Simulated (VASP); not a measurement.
A run of VASP 6.6.1 is set up as follows.

File INCAR:

```
SYSTEM = ZnS
PREC = Accurate ; ENCUT = 520
EDIFF = 1E-6 ; ISMEAR = 0
SIGMA = 0.05 ; LREAL = .False.
LASPH = .True. ; NELM = 100
ALGO = Normal ; ISIF = 2
LWAVE = .False. ; LCHARG = .False.
GGA = PE ; NBANDS = 46
ISYM = 0
```

KPOINTS

```
regular mesh
0
Gamma
  7 7 3
  0 0 0
```

The input POSCAR:

```
ZnS
1.0
   -2.7215639849     -2.7215639849      0.0000000000
    2.7215639849     -2.7215639849      0.0000000000
   -2.7215639849      0.0000000000     10.8862559397
Zn S
4 4
Direct
   -0.4687500000      1.4687500000      0.9375000000
    0.4062500000      0.5937500000      0.1875000000
   -0.2187500000      0.2187500000      0.4375000000
    0.1562500000      0.8437500000      0.6875000000
    0.3437500000      0.1562500000      0.3125000000
   -0.2812500000      0.7812500000      0.5625000000
    0.0937500000      0.4062500000      0.8125000000
   -0.0312500000      0.5312500000      0.0625000000
```

Potentials or basis: VASP PAW PBE potentials, release 64 (Zn, S).

Launch:

```bash
$ cat potpaw_PBE.64/Zn/POTCAR potpaw_PBE.64/S/POTCAR > POTCAR
$ mpirun -np 1 vasp_std > vasp.out
```

Predict the largest force.

2.561 eV/Å.

Predict the pressure.

3.3 GPa.

Estimate the band gap on the k mesh.

0.22 eV (least direct gap 0.23 eV).

Stress tensor (GPa, compression positive):
```
-0.59 -1.57  0.00
-1.57 -0.59  0.00
 0.00  0.00 10.94
```

Caveat: the cell differs from its parent crystal (the part above a cut slid along it); the stress differs along the axes, from -1 to 11 GPa; semilocal functionals underestimate gaps, and a narrow one can read as zero; forces of over 1 eV/Å act on the atoms, so gaps and moduli don't describe the material at rest. A k mesh can miss the band edges.
